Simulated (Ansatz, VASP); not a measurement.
BeS in VASP and in Ansatz

Contents of INCAR:

```
  ALGO = Normal
  EDIFF = 1E-6
  ENCUT = 600
  GGA = PS
  GGA_COMPAT = False
  ISIF = 2
  ISMEAR = 0
  LASPH = True
  LCHARG = True
  LELF = True
  LREAL = False
  LVHAR = True
  LWAVE = False
  NBANDS = 11
  NELM = 120
  PREC = Accurate
  SIGMA = 0.02
```

File KPOINTS:

```
k-points
0
Gamma
  6 6 6
```

The input POSCAR:

```
BeS
1.0
    0.0000000000      2.4188659278      2.4188659278
    2.4188659278      0.0000000000      2.4188659278
    2.4188659278      2.4188659278      0.0000000000
Be S
1 1
Direct
    0.0000000000      0.0000000000      0.0000000000
    0.2500000000      0.2500000000      0.2500000000
```

Input for Ansatz:

```yaml
crystal:
  lattice:
    - [0.0, 2.4188659278, 2.4188659278]
    - [2.4188659278, 0.0, 2.4188659278]
    - [2.4188659278, 2.4188659278, 0.0]
  atoms:
    - { symbol: Be, position: [0.0, 0.0, 0.0] }
    - { symbol: S, position: [0.25, 0.25, 0.25] }
basis:
  ecutwfc: 420
kpoints:
  mp_grid: { grid: [6, 6, 6] }
hamiltonian:
  xc: pbesol
  pseudopotentials: { kind: paw, azcp: { folder: soft_1 } }
scf:
  occupations: { method: gaussian, width: 0.02 }
output:
  forces: true
  stress: true
  eigenvalues: true
```

Alike in both runs: task single point; functional PBEsol; k mesh 6 × 6 × 6; occupations gaussian, width 0.02 eV; no spin polarisation.

```csv
,VASP,Ansatz
version,VASP 6.6.1,Ansatz 0.2.0
potentials or method,"VASP PAW PBE potentials, release 64 (Be, S), cutoff 600 eV","scalar-relativistic, plane waves, PAW"
valence electrons in the cell,8,8
```

VASP gave:

* gap on the k mesh at the Fermi level (eV): 2.91
* least direct gap on the mesh (eV): 5.60
* pressure (GPa): 0.2

Task: Estimate Ansatz's values.

Result: gap on the k mesh at the Fermi level (eV): 2.91; least direct gap on the mesh (eV): 5.58; pressure (GPa): 0.0.

VASP's potentials were made for PBE, not for PBEsol, and Ansatz warns of the same on its side.
